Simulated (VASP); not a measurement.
# Ca11O12 (a cell with a defect) in VASP: notebook

The runs below take Ca11O12 (a cell with a defect) through single point, with PBE.

Program: VASP 6.6.1. These are calculated values, not measurements. Logs are shortened: lines on timing, memory, paths and dates and some standing lists are left out, and cuts for length are marked.

## 1. The cell of the first run

The cell holds a defect, 23 atoms: a = 6.936 Å, b = 6.936 Å, c = 9.616 Å, α = 90.00°, β = 90.00°, γ = 120.00°.

## 2. Single point, PBE

The input, INCAR:

```
ALGO = Normal
EDIFF = 1E-7
ENCUT = 520
GGA = PE
ISIF = 2
ISMEAR = 0
LASPH = True
LCHARG = False
LREAL = Auto
LWAVE = False
NBANDS = 108
NELM = 100
PREC = Accurate
SIGMA = 0.05
```

The input, KPOINTS:

```
k-points
0
Gamma
  3 3 2
```

The input, POSCAR:

```
Ca11O12
1.0
   -6.0065569693     -3.4678872831      0.0000000000
    6.0065569692     -3.4678872831      0.0000000000
    0.0000000000      0.0000000000      9.6159461465
Ca O
11 12
Direct
    0.3333333169     -0.0003446971      0.8785862432
    1.0007369277      0.3530097822      0.3735776953
    1.0079260405      0.3245440263      0.8818335576
    0.6659297616      0.6856060921      0.3735776953
    0.6587405645      0.6499513363      0.8818335576
    0.3333333742      0.1055188363      0.2924163631
    0.3333332895      0.3357115238      0.6246479450
    0.9980125548      0.6453554485      0.1232232359
    1.0074269382      0.6798908788      0.6212534793
    0.6686541040     -0.0193238876      0.1232232359
    0.6592396487      0.0057972489      0.6212534793
    0.3333333666     -0.0525064768      0.1042720066
    0.3333333159      0.0053988586      0.6392133344
    0.9781472603      0.3127758969      0.1294184661
    0.9937589880      0.3374405647      0.6263233912
    0.6885192978      0.6679619301      0.1294184661
    0.6729077948      0.6770149731      0.6263233912
    0.3333332781      0.3809497415      0.3954142361
    0.3333333201      0.3284641412      0.8583375857
    0.9965550817      0.6857077844      0.3701680465
    0.9942847658      0.6536595107      0.8735916229
    0.6701114526      0.0224860293      0.3701680465
    0.6723819278     -0.0072919720      0.8735916229
```

Potentials or basis: VASP PAW PBE potentials, release 64 (Ca_sv, O).

Command:

```bash
cat potpaw_PBE.64/Ca_sv/POTCAR potpaw_PBE.64/O/POTCAR > POTCAR
mpirun -np 1 vasp_std > vasp.out
```

OUTCAR:

```text
EDIFF = 1E-7
   ENCUT = 520
   GGA = PE
   ISIF = 2
   ISMEAR = 0
   LASPH = True
   LREAL = Auto
   NELM = 100
   PREC = Accurate

 ion  position               nearest neighbor table
   1  0.333  1.000  0.879-  12 2.20  19 2.29  13 2.30  21 2.38  23 2.38
   2  0.001  0.353  0.374-  18 2.23  22 2.29  20 2.32  14 2.36  15 2.43   8 3.15
   3  0.008  0.325  0.882-  19 2.25  23 2.32  21 2.33  14 2.39  15 2.46
   4  0.666  0.686  0.374-  18 2.23  20 2.29  22 2.32  16 2.36  17 2.43  10 3.15
   5  0.659  0.650  0.882-  19 2.25  21 2.32  23 2.33  16 2.39  17 2.46
   6  0.333  0.106  0.292-  12 2.12  18 2.15
   7  0.333  0.336  0.625-  18 2.23  19 2.25  13 2.30  15 2.36  17 2.36
   8  0.998  0.645  0.123-  12 2.23  16 2.23  14 2.24  20 2.39  21 2.40   2 3.15
   9  0.007  0.680  0.621-  13 2.27  17 2.31  15 2.33  20 2.42  21 2.43
  10  0.669  0.981  0.123-  12 2.23  14 2.23  16 2.24  22 2.39  23 2.40   4 3.15
  11  0.659  0.006  0.621-  13 2.27  15 2.31  17 2.33  22 2.42  23 2.43
  12  0.333  0.947  0.104-   6 2.12   1 2.20  10 2.23   8 2.23
  13  0.333  0.005  0.639-  11 2.27   9 2.27   7 2.30   1 2.30
  14  0.978  0.313  0.129-  10 2.23   8 2.24   2 2.36   3 2.39
  15  0.994  0.337  0.626-  11 2.31   9 2.33   7 2.36   2 2.43   3 2.46
  16  0.689  0.668  0.129-   8 2.23  10 2.24   4 2.36   5 2.39
  17  0.673  0.677  0.626-   9 2.31  11 2.33   7 2.36   4 2.43   5 2.46
  18  0.333  0.381  0.395-   6 2.15   2 2.23   4 2.23   7 2.23
  19  0.333  0.328  0.858-   7 2.25   5 2.25   3 2.25   1 2.29
  20  0.997  0.686  0.370-   4 2.29   2 2.32   8 2.39   9 2.42
  21  0.994  0.654  0.874-   5 2.32   3 2.33   1 2.38   8 2.40   9 2.43
  22  0.670  0.022  0.370-   2 2.29   4 2.32  10 2.39  11 2.42
  23  0.672  0.993  0.874-   3 2.32   5 2.33   1 2.38  10 2.40  11 2.43

  LATTYP: Found a hexagonal cell.
 ALAT       =     6.9357745662
 C/A-ratio  =     1.3864271473

  Lattice vectors:

 A1 = (  -6.0065569693,  -3.4678872831,   0.0000000000)
 A2 = (   6.0065569692,  -3.4678872831,   0.0000000000)
 A3 = (   0.0000000000,   0.0000000000,   9.6159461465)

Analysis of symmetry for initial positions (statically):
=====================================================================
 Subroutine PRICEL returns:
 Original cell was already a primitive cell.

 Routine SETGRP: Setting up the symmetry group for a
 hexagonal supercell.

 Subroutine GETGRP returns: Found  2 space group operations
 (whereof  1 operations were pure point group operations)
 out of a pool of 24 trial point group operations.

The static configuration has the point symmetry C_1 .
 The point group associated with its full space group is C_1h.

Analysis of symmetry for dynamics (positions and initial velocities):
=====================================================================
 Subroutine PRICEL returns:
 Original cell was already a primitive cell.

 Routine SETGRP: Setting up the symmetry group for a
 hexagonal supercell.

 Subroutine GETGRP returns: Found  2 space group operations
 (whereof  1 operations were pure point group operations)
 out of a pool of 24 trial point group operations.

The dynamic configuration has the point symmetry C_1 .
 The point group associated with its full space group is C_1h.

 Subroutine INISYM returns: Found  2 space group operations
 (whereof  1 operations are pure point group operations),
 and found     1 'primitive' translations

----------------------------------------------------------------------------------------

                                     Primitive cell

  volume of cell :     400.6015

  direct lattice vectors                    reciprocal lattice vectors
    -6.006556969 -3.467887283  0.000000000    -0.083242364 -0.144180003  0.000000000
     6.006556969 -3.467887283  0.000000000     0.083242364 -0.144180003  0.000000000
     0.000000000  0.000000000  9.615946147     0.000000000  0.000000000  0.103993927

  length of vectors
     6.935774566  6.935774566  9.615946147     0.166484727  0.166484727  0.103993927

  position of ions in fractional coordinates (direct lattice)
     0.333333317  0.999655303  0.878586243
     0.000736928  0.353009782  0.373577695
     0.007926041  0.324544026  0.881833558
     0.665929762  0.685606092  0.373577695
     0.658740565  0.649951336  0.881833558
     0.333333374  0.105518836  0.292416363
[... 15 lines left out ...]
     0.670111453  0.022486029  0.370168046
     0.672381928  0.992708028  0.873591623

  ion indices of the primitive-cell ions
   primitive index   ion index
                 1           1
                 2           2
                 3           3
                 4           4
                 5           5
                 6           6
[... 15 lines left out ...]
                22          22
                23          23

----------------------------------------------------------------------------------------

 KPOINTS: k-points

Automatic generation of k-mesh.
 Grid dimensions read from file:
 generate k-points for:    3    3    2

 Generating k-lattice:

  Cartesian coordinates                     Fractional coordinates (reciprocal lattice)
    -0.027747455 -0.048060001  0.000000000     0.333333333 -0.000000000  0.000000000
     0.027747455 -0.048060001  0.000000000    -0.000000000  0.333333333  0.000000000
     0.000000000  0.000000000  0.051996963     0.000000000  0.000000000  0.500000000

  Length of vectors
     0.055494909  0.055494909  0.051996963

  Shift w.r.t. Gamma in fractional coordinates (k-lattice)
     0.000000000  0.000000000  0.000000000

 Subroutine IBZKPT returns following result:
 ===========================================

 Found      8 irreducible k-points:

 Following reciprocal coordinates:
            Coordinates               Weight
  0.000000  0.000000  0.000000      1.000000
  0.333333  0.000000  0.000000      2.000000
  0.000000  0.333333  0.000000      4.000000
  0.333333  0.333333  0.000000      2.000000
  0.000000  0.000000  0.500000      1.000000
  0.333333  0.000000  0.500000      2.000000
  0.000000  0.333333  0.500000      4.000000
  0.333333  0.333333  0.500000      2.000000
   k-points           NKPTS =      8   k-points in BZ     NKDIM =      8   number of bands    NBANDS=    108
   number of dos      NEDOS =    301   number of ions     NIONS =     23
   total plane-waves  NPLWV = 209952
   dimension x,y,z NGX =    54 NGY =   54 NGZ =   72
   dimension x,y,z NGXF=   108 NGYF=  108 NGZF=  144
   ions per type =              11  12
   NGX,Y,Z   is equivalent  to a cutoff of  12.94, 12.94, 12.45 a.u.
   NGXF,Y,Z  is equivalent  to a cutoff of  25.89, 25.89, 24.90 a.u.
 SYSTEM =  unknown system
   PREC   = accura    normal or accurate (medium, high low for compatibility)
   ISTART =      0    job   : 0-new  1-cont  2-samecut
   ICHARG =      2    charge: 1-file 2-atom 10-const
   ISPIN  =      1    spin polarized calculation?
   LNONCOLLINEAR =      F non collinear calculations
   LSORBIT =      F    spin-orbit coupling
   LASPH  =      T    aspherical Exc in radial PAW
   ENCUT  =  520.0 eV  38.22 Ry    6.18 a.u.  12.90 12.90 17.88*2*pi/ulx,y,z
   NELM   =    100;   NELMIN=  2; NELMDL= -5     # of ELM steps
   EDIFF  = 0.1E-06   stopping-criterion for ELM
   LREAL  =      T    real-space projection
   EDIFFG = 0.1E-05   stopping-criterion for IOM
   NSW    =      0    number of steps for IOM
   IBRION =     -1    ionic relax: 0-MD 1-quasi-New 2-CG
   NFREE  =      0    steps in history (QN), initial steepest desc. (CG)
   ISIF   =      2    stress and relaxation
   ISYM   =      2    0-nonsym 1-usesym 2-fastsym
   POTIM  = 0.5000    time-step for ionic-motion
   TEBEG  =    0.0;   TEEND  =   0.0 temperature during run
   PSTRESS=    0.0 pullay stress
   NELECT =     182.0000    total number of electrons
   NUPDOWN=      -1.0000    fix difference up-down
   EMIN   =  10.00;   EMAX   =-10.00  energy-range for DOS
   EFERMI =   0.00;   METHOD = LEGACY
   ISMEAR =     0;   SIGMA  =   0.05  broadening in eV -4-tet -1-fermi 0-gaus
   EFERMI_NEDOS =   21; number of points for ismear=-14 and -15
   IALGO  =     38    algorithm
   IMIX   =      4    mixing-type and parameters
     AMIX     =   0.40;   BMIX     =  1.00
     AMIX_MAG =   1.60;   BMIX_MAG =  1.00
  volume/ion in A,a.u.               =      17.42       117.54
  Fermi-wavevector in a.u.,A,eV,Ry     =   1.258523  2.378263 21.549992  1.583880
  Thomas-Fermi vector in A             =   2.392128
   LORBIT       =      0    0 simple, 1 ext, 2 COOP (PROOUT), +10 PAW based schemes
   GGA     = PE    functional components
   LHFCALC =     F    Hartree Fock is set to
   AEXX    =    0.0000 exact exchange contribution
   IVDW    =     0    specifies the selected vdW correction
   LEPSILON=     F    determine dielectric tensor
   LRPA    =     F    only Hartree local field effects (RPA)
 non-spin polarized calculation
 Gauss-broadening in eV      SIGMA  =   0.05
  energy-cutoff  :      520.00
  volume of cell :      400.60
 maximum number of plane-waves:     10809
 NGX is ok and might be reduce to    54
   NGX = 25   NGY = 25   NGZ = 35

 number of electron     181.9999998 magnetization

 Free energy of the ion-electron system (eV)
  ---------------------------------------------------
  ext. energy  EPLUGINS =         0.00000000
  ---------------------------------------------------
  free energy    TOTEN  =      -140.62698372 eV

  energy without entropy =     -140.59358221  energy(sigma->0) =     -140.61028297

 E-fermi :   0.4756     XC(G=0):  -9.0235

 val. band max:        0.4734747503   @ k =   0.3333   0.3333   0.0000
 cond. band min:       0.4761807259   @ k =   0.3333   0.3333   0.5000
 fundamental gap:      0.0027059756
 Fermi energy:         0.4756420254

 k-point     1 :       0.0000    0.0000    0.0000
  band No.  band energies     occupation
      1     -37.8081      2.00000
      2     -36.8662      2.00000
      3     -36.8433      2.00000
      4     -36.8289      2.00000
      5     -36.8235      2.00000
      6     -36.7627      2.00000
[... 95 lines left out ...]
    102       6.1428      0.00000
    103       6.2401      0.00000

 k-point     2 :       0.3333    0.0000    0.0000
  band No.  band energies     occupation
      1     -37.8080      2.00000
      2     -36.8621      2.00000
      3     -36.8468      2.00000
      4     -36.8285      2.00000
      5     -36.8243      2.00000
      6     -36.7608      2.00000
[... 731 lines left out ...]
    102       6.7904      0.00000
    103       6.8354      0.00000
 [bands above 103 left out]

------------------------ aborting loop because EDIFF is reached ----------------------------------------

  FORCE on cell =-STRESS in cart. coord.  units (eV):
  Direction    XX          YY          ZZ          XY          YZ          ZX
  --------------------------------------------------------------------------------------
  -------------------------------------------------------------------------------------
  Total        3.8400184      3.7326946      3.7798866     -0.0929451     -2.3246020      4.0263293
  in kB       15.3578807     14.9286469     15.1173880     -0.3717274     -9.2970806     16.1030181
  external PRESSURE =      15.1346386 kB  Pullay stress =       0.0000000 kB

 VOLUME and BASIS-vectors are now :
 -----------------------------------------------------------------------------
  energy-cutoff  :      520.00
  volume of cell :      400.60
      direct lattice vectors                 reciprocal lattice vectors
    -6.006556969 -3.467887283  0.000000000    -0.083242364 -0.144180003  0.000000000
     6.006556969 -3.467887283  0.000000000     0.083242364 -0.144180003  0.000000000
     0.000000000  0.000000000  9.615946147     0.000000000  0.000000000  0.103993927

 POSITION                                       TOTAL-FORCE (eV/Angst)
 -----------------------------------------------------------------------------------
      4.00230     -4.62265      8.44844         0.040949     -0.023642      0.001100
      2.11595     -1.22675      3.59230        -0.011686     -0.022182     -0.089828
      1.90178     -1.15297      8.47966         0.016798     -0.005743     -0.011048
      0.11819     -4.68697      3.59230         0.013367      0.021211     -0.089828
     -0.05279     -4.53840      8.47966         0.013373     -0.011676     -0.011048
     -1.36838     -1.52189      2.81186        -0.888781      0.513138      1.004809
[... 15 lines left out ...]
     -3.89000     -2.40185      3.55952         0.215793      0.091578     -0.034425
      1.92406     -5.77434      8.40041         0.029131      0.004075     -0.043066
 -----------------------------------------------------------------------------------
    total drift:                                0.004790     -0.001096      0.009259

  FREE ENERGIE OF THE ION-ELECTRON SYSTEM (eV)
  ---------------------------------------------------
  free  energy   TOTEN  =      -140.6269837180 eV

  energy  without entropy=     -140.5935822120  energy(sigma->0) =     -140.61028297
```

Wall time 13 min (1 thread of AMD EPYC 9R45 (Zen 5), shared host); peak memory 0.57 GiB.

What came out:

| Property | Result |
| --- | --- |
| Free energy | -140.6270 eV |
| Pressure | 1.5 GPa |
| Largest force | 1.436 eV/Å |
| Band gap on the k mesh | zero (bands 91 and 92 overlap by 0.03 eV) |

Forces on the atoms (eV/Å):
```
Ca   0.041 -0.024  0.001
Ca  -0.012 -0.022 -0.090
Ca   0.017 -0.006 -0.011
Ca   0.013  0.021 -0.090
Ca   0.013 -0.012 -0.011
Ca  -0.889  0.513  1.005
Ca   0.064 -0.037 -0.027
Ca   0.071 -0.029 -0.074
Ca   0.014  0.007 -0.006
Ca   0.061 -0.047 -0.074
Ca   0.001 -0.016 -0.006
O    0.078 -0.045  0.014
O    0.061 -0.035 -0.110
O    0.149  0.005 -0.059
O    0.008 -0.016 -0.044
O    0.070 -0.132 -0.059
O    0.017  0.001 -0.044
O   -0.079  0.045 -0.133
O    0.016 -0.009 -0.028
O    0.029 -0.233 -0.034
O    0.011 -0.027 -0.043
O    0.216  0.092 -0.034
O    0.029  0.004 -0.043
```

Stress tensor (GPa, compression positive):
```
 1.54 -0.04  1.61
-0.04  1.49 -0.93
 1.61 -0.93  1.51
```

Levels at points of the mesh, in eV from the Fermi level:
```
           k point  band 89  band 90  band 91  band 92  band 93  band 94
(0.00, 0.00, 0.00)    -0.21    -0.01     0.03     0.24     3.45     4.64
(0.00, 0.00, 0.50)    -0.16    -0.13    -0.04     0.01     3.78     4.26
```

## 3. Single point, PBE

The input, INCAR:

```
SYSTEM = Ca11O12
  ALGO = Normal
  EDIFF = 1E-6
  ENCUT = 520
  GGA = PE
  ISIF = 2
  ISMEAR = 0
  LASPH = .True.
  LCHARG = .False.
  LREAL = Auto
  LWAVE = .False.
  NBANDS = 108
  NELM = 80
  PREC = Accurate
  SIGMA = 0.05
```

The input, KPOINTS:

```
k-points
0
Gamma
  3 3 2
  0 0 0
```

The input, POSCAR:

```
Ca11O12
1.0
   -6.0065569693     -3.4678872831      0.0000000000
    6.0065569692     -3.4678872831      0.0000000000
    0.0000000000      0.0000000000      9.6159461465
Ca O
11 12
Direct
    0.3333333203      0.0018194413      0.8817355953
    1.0041288675      0.3467942213      0.3700563570
    1.0082449887      0.3256579391      0.8831769511
    0.6625376701      0.6759986262      0.3700563570
    0.6584216310      0.6507463521      0.8831769511
    0.3333333461      0.0494602373      0.3330987873
    0.3333333377      0.3367504367      0.6247518350
    0.9986816011      0.6528864957      0.1228298268
    1.0053640849      0.6760985822      0.6229893459
    0.6679851064     -0.0124617821      0.1228298268
    0.6613026427      0.0040678874      0.6229893459
    0.3333333407     -0.0445973126      0.1134340795
    0.3333332665      0.0049626192      0.6337903631
    0.9721929010      0.3201383180      0.1275255686
    0.9950183178      0.3364347033      0.6251983849
    0.6944738478      0.6812787677      0.1275255686
    0.6716482056      0.6747496496      0.6251983849
    0.3333333455      0.3608469445      0.3929373088
    0.3333333374      0.3287619998      0.8575654308
    1.0045217695      0.6868705744      0.3727299369
    0.9965020712      0.6562217725      0.8735035401
    0.6621447557      0.0156820617      0.3727299369
    0.6701645839     -0.0069469495      0.8735035401
```

Potentials or basis: VASP PAW PBE potentials, release 64 (Ca_sv, O).

Command:

```bash
cat potpaw_PBE.64/Ca_sv/POTCAR potpaw_PBE.64/O/POTCAR > POTCAR
mpirun -np 1 vasp_std > vasp.out
```

Wall time 12 min (1 thread of AMD EPYC 9R45 (Zen 5), shared host); peak memory 0.56 GiB.

Results (log left out):

- Free energy: -141.4808 eV
- Pressure: 1.1 GPa
- Largest force: 0.931 eV/Å
- Band gap on the k mesh: zero (bands 91 and 92 overlap by 0.05 eV)

Forces on the atoms (eV/Å):
```
Ca   0.049 -0.028  0.013
Ca  -0.062  0.004 -0.085
Ca   0.035 -0.020 -0.011
Ca  -0.034  0.052 -0.085
Ca   0.035 -0.021 -0.011
Ca  -0.558  0.322  0.672
Ca   0.034 -0.020 -0.030
Ca   0.102 -0.060 -0.032
Ca   0.008  0.022 -0.001
Ca   0.103 -0.058 -0.032
Ca  -0.015 -0.018 -0.001
O    0.109 -0.063  0.120
O    0.027 -0.015 -0.141
O    0.121 -0.046 -0.064
O    0.003 -0.021 -0.043
O    0.100 -0.082 -0.064
O    0.020  0.008 -0.043
O   -0.183  0.105 -0.095
O    0.022 -0.013 -0.010
O   -0.046 -0.079  0.010
O    0.029 -0.049 -0.038
O    0.045  0.079  0.010
O    0.057 -0.001 -0.038
```

Stress tensor (GPa, compression positive):
```
 1.41 -0.05  0.72
-0.05  1.36 -0.42
 0.72 -0.42  0.48
```

Levels at points of the mesh, in eV from the Fermi level:
| k point | band 88 | band 89 | band 90 | band 91 | band 92 | band 93 | band 94 | band 95 |
| --- | --- | --- | --- | --- | --- | --- | --- | --- |
| (0.00, 0.00, 0.00) | -0.31 | -0.21 | 0.01 | 0.02 | 0.23 | 3.69 | 4.66 | 4.70 |
| (0.00, 0.00, 0.50) | -0.24 | -0.14 | -0.13 | -0.12 | 0.02 | 4.12 | 4.42 | 4.73 |

The gap in the log of VASP goes by the Fermi energy; the results here count the filled bands.